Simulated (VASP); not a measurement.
# LaLuF2 (P4/mmm) in VASP: single point with PBE

Aim: the single point of LaLuF2 with PBE.

All numbers are computed with VASP 6.6.1; they aren't measurements. Logs are shortened: lines on timing, memory, paths and dates and some standing lists are left out, and cuts for length are marked.

## 1. The cell of the first run

It takes space group P4/mmm (No. 123, tetragonal). The conventional cell has a = 3.749 Å, b = 3.749 Å, c = 5.576 Å, α = 90.00°, β = 90.00°, γ = 90.00°. Within 3.5 Å of La (site symmetry 4/mmm) lie 4 F at 2.65 Å and 2 Lu at 2.79 Å. Lu (site symmetry 4/mmm) has 4 F at 2.65 Å and 2 La at 2.79 Å within 3.5 Å. F (site symmetry 4/mmm) has 4 La at 2.65 Å and 2 F at 2.79 Å within 3.5 Å. F (site symmetry 4/mmm) has 4 Lu at 2.65 Å and 2 F at 2.79 Å within 3.5 Å.

## 2. Single point, PBE

The input, INCAR:

```
SYSTEM = LaLuF2
ALGO     = Normal         ! electronic algorithm
EDIFF    = 1E-7           ! SCF threshold, eV
ENCUT    = 520            ! plane-wave cutoff, eV
GGA      = PE             ! functional
ISIF     = 2              ! what is computed and relaxed
ISMEAR   = 0              ! smearing method
LASPH    = .TRUE.         ! aspherical terms in the spheres
LCHARG   = .TRUE.         ! write CHGCAR
LELF     = .TRUE.         ! ELF
LREAL    = .FALSE.        ! projectors in reciprocal space
LVHAR    = .TRUE.       
LWAVE    = .FALSE.        ! write WAVECAR
NBANDS   = 33             ! bands
NELM     = 80             ! most SCF steps
PREC     = Accurate       ! precision mode
SIGMA    = 0.1            ! smearing width, eV
```

The input, KPOINTS:

```
k-points
0
G
  4 4 4
  0 0 0
```

The input, POSCAR:

```
LaLuF2
1.0
    3.7492417900      0.0000000000      0.0000000000
    0.0000000000      3.7492417900      0.0000000000
    0.0000000000      0.0000000000      5.5759859400
La Lu F
1 1 2
Direct
    0.5000000000      0.5000000000      0.0000000000
    0.5000000000      0.5000000000      0.5000000000
    0.0000000000      0.0000000000      0.0000000000
    0.0000000000      0.0000000000      0.5000000000
```

Potentials or basis: VASP PAW PBE potentials, release 64 (La, Lu, F).

On the command line:

```bash
$ cat potpaw_PBE.64/La/POTCAR potpaw_PBE.64/Lu/POTCAR potpaw_PBE.64/F/POTCAR > POTCAR
$ mpirun -np 1 vasp_std > vasp.out
```

OUTCAR:

```text
SYSTEM = LaLuF2
   EDIFF = 1E-7
   ENCUT = 520
   GGA = PE
   ISIF = 2
   ISMEAR = 0
   LASPH = .TRUE.
   LREAL = .FALSE.
   NELM = 80
   PREC = Accurate

 ion  position               nearest neighbor table
   1  0.500  0.500  0.000-   3 2.65   3 2.65   3 2.65   3 2.65   2 2.79   2 2.79
   2  0.500  0.500  0.500-   4 2.65   4 2.65   4 2.65   4 2.65   1 2.79   1 2.79
   3  0.000  0.000  0.000-   1 2.65   1 2.65   1 2.65   1 2.65
   4  0.000  0.000  0.500-   2 2.65   2 2.65   2 2.65   2 2.65

  LATTYP: Found a simple tetragonal cell.
 ALAT       =     3.7492417900
 C/A-ratio  =     1.4872302861

  Lattice vectors:

 A1 = (   3.7492417900,   0.0000000000,   0.0000000000)
 A2 = (   0.0000000000,   3.7492417900,   0.0000000000)
 A3 = (   0.0000000000,   0.0000000000,   5.5759859400)

Analysis of symmetry for initial positions (statically):
=====================================================================
 Subroutine PRICEL returns:
 Original cell was already a primitive cell.

 Routine SETGRP: Setting up the symmetry group for a
 simple tetragonal supercell.

 Subroutine GETGRP returns: Found 16 space group operations
 (whereof 16 operations were pure point group operations)
 out of a pool of 16 trial point group operations.

The static configuration has the point symmetry D_4h.

Analysis of symmetry for dynamics (positions and initial velocities):
=====================================================================
 Subroutine PRICEL returns:
 Original cell was already a primitive cell.

 Routine SETGRP: Setting up the symmetry group for a
 simple tetragonal supercell.

 Subroutine GETGRP returns: Found 16 space group operations
 (whereof 16 operations were pure point group operations)
 out of a pool of 16 trial point group operations.

The dynamic configuration has the point symmetry D_4h.

 Subroutine INISYM returns: Found 16 space group operations
 (whereof 16 operations are pure point group operations),
 and found     1 'primitive' translations

----------------------------------------------------------------------------------------

                                     Primitive cell

  volume of cell :      78.3806

  direct lattice vectors                    reciprocal lattice vectors
     3.749241790  0.000000000  0.000000000     0.266720595  0.000000000  0.000000000
     0.000000000  3.749241790  0.000000000     0.000000000  0.266720595  0.000000000
     0.000000000  0.000000000  5.575985940     0.000000000  0.000000000  0.179340481

  length of vectors
     3.749241790  3.749241790  5.575985940     0.266720595  0.266720595  0.179340481

  position of ions in fractional coordinates (direct lattice)
     0.500000000  0.500000000  0.000000000
     0.500000000  0.500000000  0.500000000
     0.000000000  0.000000000  0.000000000
     0.000000000  0.000000000  0.500000000

  ion indices of the primitive-cell ions
   primitive index   ion index
                 1           1
                 2           2
                 3           3
                 4           4

----------------------------------------------------------------------------------------

 KPOINTS: k-points

Automatic generation of k-mesh.
 Grid dimensions read from file:
 generate k-points for:    4    4    4

 Generating k-lattice:

  Cartesian coordinates                     Fractional coordinates (reciprocal lattice)
     0.066680149  0.000000000  0.000000000     0.250000000  0.000000000  0.000000000
     0.000000000  0.066680149  0.000000000     0.000000000  0.250000000  0.000000000
     0.000000000  0.000000000  0.044835120     0.000000000  0.000000000  0.250000000

  Length of vectors
     0.066680149  0.066680149  0.044835120

  Shift w.r.t. Gamma in fractional coordinates (k-lattice)
     0.000000000  0.000000000  0.000000000

 Subroutine IBZKPT returns following result:
 ===========================================

 Found     18 irreducible k-points:

 Following reciprocal coordinates:
            Coordinates               Weight
  0.000000  0.000000  0.000000      1.000000
  0.250000  0.000000  0.000000      4.000000
  0.500000  0.000000  0.000000      2.000000
  0.250000  0.250000  0.000000      4.000000
  0.500000  0.250000  0.000000      4.000000
  0.500000  0.500000  0.000000      1.000000
[... 10 lines left out ...]
  0.500000  0.250000  0.500000      4.000000
  0.500000  0.500000  0.500000      1.000000
   k-points           NKPTS =     18   k-points in BZ     NKDIM =     18   number of bands    NBANDS=     33
   number of dos      NEDOS =    301   number of ions     NIONS =      4
   total plane-waves  NPLWV =  32928
   dimension x,y,z NGX =    28 NGY =   28 NGZ =   42
   dimension x,y,z NGXF=    56 NGYF=   56 NGZF=   84
   ions per type =               1   1   2
   NGX,Y,Z   is equivalent  to a cutoff of  12.42, 12.42, 12.52 a.u.
   NGXF,Y,Z  is equivalent  to a cutoff of  24.83, 24.83, 25.04 a.u.
 SYSTEM =  LaLuF2
   PREC   = accura    normal or accurate (medium, high low for compatibility)
   ISTART =      0    job   : 0-new  1-cont  2-samecut
   ICHARG =      2    charge: 1-file 2-atom 10-const
   ISPIN  =      1    spin polarized calculation?
   LNONCOLLINEAR =      F non collinear calculations
   LSORBIT =      F    spin-orbit coupling
   LASPH  =      T    aspherical Exc in radial PAW
   ENCUT  =  520.0 eV  38.22 Ry    6.18 a.u.   6.97  6.97 10.37*2*pi/ulx,y,z
   NELM   =     80;   NELMIN=  2; NELMDL= -5     # of ELM steps
   EDIFF  = 0.1E-06   stopping-criterion for ELM
   LREAL  =      F    real-space projection
   EDIFFG = 0.1E-05   stopping-criterion for IOM
   NSW    =      0    number of steps for IOM
   IBRION =     -1    ionic relax: 0-MD 1-quasi-New 2-CG
   NFREE  =      0    steps in history (QN), initial steepest desc. (CG)
   ISIF   =      2    stress and relaxation
   ISYM   =      2    0-nonsym 1-usesym 2-fastsym
   POTIM  = 0.5000    time-step for ionic-motion
   TEBEG  =    0.0;   TEEND  =   0.0 temperature during run
   PSTRESS=    0.0 pullay stress
   NELECT =      50.0000    total number of electrons
   NUPDOWN=      -1.0000    fix difference up-down
   EMIN   =  10.00;   EMAX   =-10.00  energy-range for DOS
   EFERMI =   0.00;   METHOD = LEGACY
   ISMEAR =     0;   SIGMA  =   0.10  broadening in eV -4-tet -1-fermi 0-gaus
   EFERMI_NEDOS =   21; number of points for ismear=-14 and -15
   IALGO  =     38    algorithm
   IMIX   =      4    mixing-type and parameters
     AMIX     =   0.40;   BMIX     =  1.00
     AMIX_MAG =   1.60;   BMIX_MAG =  1.00
  volume/ion in A,a.u.               =      19.60       132.23
  Fermi-wavevector in a.u.,A,eV,Ry     =   1.409274  2.663141 27.021878  1.986052
  Thomas-Fermi vector in A             =   2.531346
   LORBIT       =      0    0 simple, 1 ext, 2 COOP (PROOUT), +10 PAW based schemes
   GGA     = PE    functional components
   LHFCALC =     F    Hartree Fock is set to
   AEXX    =    0.0000 exact exchange contribution
   IVDW    =     0    specifies the selected vdW correction
   LEPSILON=     F    determine dielectric tensor
   LRPA    =     F    only Hartree local field effects (RPA)
 non-spin polarized calculation
 Gauss-broadening in eV      SIGMA  =   0.10
  energy-cutoff  :      520.00
  volume of cell :       78.38
 maximum number of plane-waves:      2130
 NGX is ok and might be reduce to    28
   NGX = 13   NGY = 13   NGZ = 21

 number of electron      49.9999976 magnetization

 Free energy of the ion-electron system (eV)
  ---------------------------------------------------
  ext. energy  EPLUGINS =         0.00000000
  ---------------------------------------------------
  free energy    TOTEN  =       -19.48239127 eV

  energy without entropy =      -19.46144641  energy(sigma->0) =      -19.47191884

 E-fermi :   5.6985     XC(G=0): -10.2380

 val. band max:        5.6505125251   @ k =   0.2500   0.0000   0.5000
 cond. band min:       5.7092772697   @ k =   0.2500   0.2500   0.2500
 fundamental gap:      0.0587647446
 Fermi energy:         5.6984505738

 k-point     1 :       0.0000    0.0000    0.0000
  band No.  band energies     occupation
      1     -51.1755      2.00000
      2     -27.3271      2.00000
      3     -22.0480      2.00000
      4     -21.8321      2.00000
      5     -21.8321      2.00000
      6     -18.9726      2.00000
[... 25 lines left out ...]
     32       7.7250      0.00000
     33       7.7276      0.00000

 k-point     2 :       0.2500    0.0000    0.0000
  band No.  band energies     occupation
      1     -51.1739      2.00000
      2     -27.2800      2.00000
      3     -22.0413      2.00000
      4     -21.9351      2.00000
      5     -21.8250      2.00000
      6     -19.0495      2.00000
[... 25 lines left out ...]
     32       7.7445      0.00000
     33       7.7605      0.00000

 k-point     3 :       0.5000    0.0000    0.0000
  band No.  band energies     occupation
      1     -51.1724      2.00000
      2     -27.2317      2.00000
      3     -22.0346      2.00000
      4     -22.0326      2.00000
      5     -21.8179      2.00000
      6     -19.1410      2.00000
[... 25 lines left out ...]
     32       7.7088      0.00000
     33       7.8470      0.00000

 k-point     4 :       0.2500    0.2500    0.0000
  band No.  band energies     occupation
      1     -51.1724      2.00000
      2     -27.2391      2.00000
      3     -22.0349      2.00000
      4     -21.9284      2.00000
      5     -21.8838      2.00000
      6     -19.0676      2.00000
[... 25 lines left out ...]
     32       7.7258      0.00000
     33       7.7796      0.00000

 k-point     5 :       0.5000    0.2500    0.0000
  band No.  band energies     occupation
      1     -51.1709      2.00000
      2     -27.1975      2.00000
      3     -22.0284      2.00000
      4     -21.9849      2.00000
      5     -21.8770      2.00000
      6     -19.0890      2.00000
[... 388 lines left out ...]
 k-point    16 :       0.2500    0.2500    0.5000
  band No.  band energies     occupation
      1     -51.1724      2.00000
      2     -27.3007      2.00000
      3     -21.9266      2.00000
      4     -21.8824      2.00000
      5     -21.8250      2.00000
      6     -19.0426      2.00000
[... 25 lines left out ...]
     32       7.9486      0.00000
     33       8.0297      0.00000

 k-point    17 :       0.5000    0.2500    0.5000
  band No.  band energies     occupation
      1     -51.1708      2.00000
      2     -27.2595      2.00000
      3     -21.9829      2.00000
      4     -21.8756      2.00000
      5     -21.8190      2.00000
      6     -19.0657      2.00000
[... 25 lines left out ...]
     32       7.9118      0.00000
     33       8.2633      0.00000

 k-point    18 :       0.5000    0.5000    0.5000
  band No.  band energies     occupation
      1     -51.1693      2.00000
      2     -27.2250      2.00000
      3     -21.9338      2.00000
      4     -21.9338      2.00000
      5     -21.8137      2.00000
      6     -19.0039      2.00000
[... 25 lines left out ...]
     32       7.8312      0.00000
     33       8.3183      0.00000

------------------------ aborting loop because EDIFF is reached ----------------------------------------

  FORCE on cell =-STRESS in cart. coord.  units (eV):
  Direction    XX          YY          ZZ          XY          YZ          ZX
  --------------------------------------------------------------------------------------
  -------------------------------------------------------------------------------------
  Total       -5.0474421     -5.0474421     13.8179920      0.0000000      0.0000000      0.0000000
  in kB     -103.1747347   -103.1747347    282.4534933      0.0000000      0.0000000      0.0000000
  external PRESSURE =      25.3680080 kB  Pullay stress =       0.0000000 kB

 VOLUME and BASIS-vectors are now :
 -----------------------------------------------------------------------------
  energy-cutoff  :      520.00
  volume of cell :       78.38
      direct lattice vectors                 reciprocal lattice vectors
     3.749241790  0.000000000  0.000000000     0.266720595  0.000000000  0.000000000
     0.000000000  3.749241790  0.000000000     0.000000000  0.266720595  0.000000000
     0.000000000  0.000000000  5.575985940     0.000000000  0.000000000  0.179340481

 POSITION                                       TOTAL-FORCE (eV/Angst)
 -----------------------------------------------------------------------------------
      1.87462      1.87462      0.00000         0.000000      0.000000      0.000000
      1.87462      1.87462      2.78799         0.000000      0.000000      0.000000
      0.00000      0.00000      0.00000         0.000000      0.000000      0.000000
      0.00000      0.00000      2.78799         0.000000      0.000000      0.000000
 -----------------------------------------------------------------------------------
    total drift:                                0.000000      0.000000      0.000000

  FREE ENERGIE OF THE ION-ELECTRON SYSTEM (eV)
  ---------------------------------------------------
  free  energy   TOTEN  =       -19.4823912737 eV

  energy  without entropy=      -19.4614464130  energy(sigma->0) =      -19.47191884
```

It took 59 s on 1 thread of AMD EPYC 7R43 (Zen 3), shared host; peak memory 0.18 GiB.

Results:

- Free energy: -19.4824 eV
- Pressure: 2.5 GPa
- Band gap on the k mesh: zero (band 25 reaches 6.19 eV, above the bottom of band 26 at 4.57 eV)

Stress tensor (GPa, compression positive):
```
-10.32   0.00   0.00
  0.00 -10.32   0.00
  0.00   0.00  28.25
```

Caveat: the k points lie up to 0.42 Å⁻¹ apart; spin-orbit coupling is left out, which moves the levels of the heavy elements.
